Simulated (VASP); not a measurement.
A run of VASP 6.6.1:

The input INCAR:

```
SYSTEM = ZnPt3
PREC = Accurate ; ENCUT = 520
EDIFF = 1E-7 ; ISMEAR = -1
SIGMA = 0.1 ; LREAL = .False.
LASPH = .True. ; NELM = 100
ALGO = Normal ; ISIF = 2
LWAVE = .False. ; LCHARG = .True.
GGA = PS ; LELF = .True.
LVHAR = .True. ; NBANDS = 29
```

The input KPOINTS:

```
Automatic mesh
0
Gamma
  6 6 6
  0 0 0
```

POSCAR

```
ZnPt3
1.0
    3.7882997895      0.0000000000      0.0000000000
    0.0000000000      3.7882997895      0.0000000000
    0.0000000000      0.0000000000      3.7882997895
Zn Pt
1 3
Direct
    0.0000000000      0.0000000000      0.0000000000
    0.0000000000      0.5000000000      0.5000000000
    0.5000000000      0.0000000000      0.5000000000
    0.5000000000      0.5000000000      0.0000000000
```

Potentials or basis: VASP PAW PBE potentials, release 64 (Zn, Pt).

Run with:

```bash
$ cat potpaw_PBE.64/Zn/POTCAR potpaw_PBE.64/Pt/POTCAR > POTCAR
$ mpirun -np 1 vasp_std > vasp.out
```

Hardware: 1 thread of Intel(R) Xeon(R) 6975P-C (Granite Rapids), on a shared host.

Question: How long does it take, and how much memory?

Answer: It took 15 s on 1 thread of Intel(R) Xeon(R) 6975P-C (Granite Rapids), with other jobs on the host, peak memory 0.17 GiB. Counts: scf iterations 14, k points 20.
